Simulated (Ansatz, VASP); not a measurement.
## Ti: VASP beside Ansatz

```
Ti
1.0
    -1.50972    1.50972    1.70664
     1.50972   -1.50972    1.70664
     1.50972    1.50972   -1.70664
Ti
1
Direct
  0.00000 0.00000 0.00000
```

Change from the starting cell: strain -0.080 along x and y, +0.040 along z, atoms carried along.

Alike in both runs: task single point; functional PBE; k mesh 14 × 14 × 14; occupations gaussian, width 0.15 eV; no spin polarisation.

|  | VASP | Ansatz |
| --- | --- | --- |
| version | VASP 6.6.1 | Ansatz 0.2.0 |
| potentials or method | VASP PAW PBE potentials, release 64 (Ti_sv), cutoff 500 eV | scalar-relativistic, plane waves, PAW |
| valence electrons in the cell | 12 | 12 |

Ansatz gave:

```
gap on the k mesh at the Fermi level (eV)                     : none
pressure (GPa)                                                : 13.6
traceless stress, the component that is largest in VASP (GPa) : 1.18
```

Question: Estimate VASP's values.

Answer: gap on the k mesh at the Fermi level (eV): none; pressure (GPa): 13.2; traceless stress, the component that is largest in VASP (GPa): 1.21.

A gap of «none» marks a metal or a gap that the smearing closes. The functional is the same, so the differences come from potentials, cutoffs and numerics.
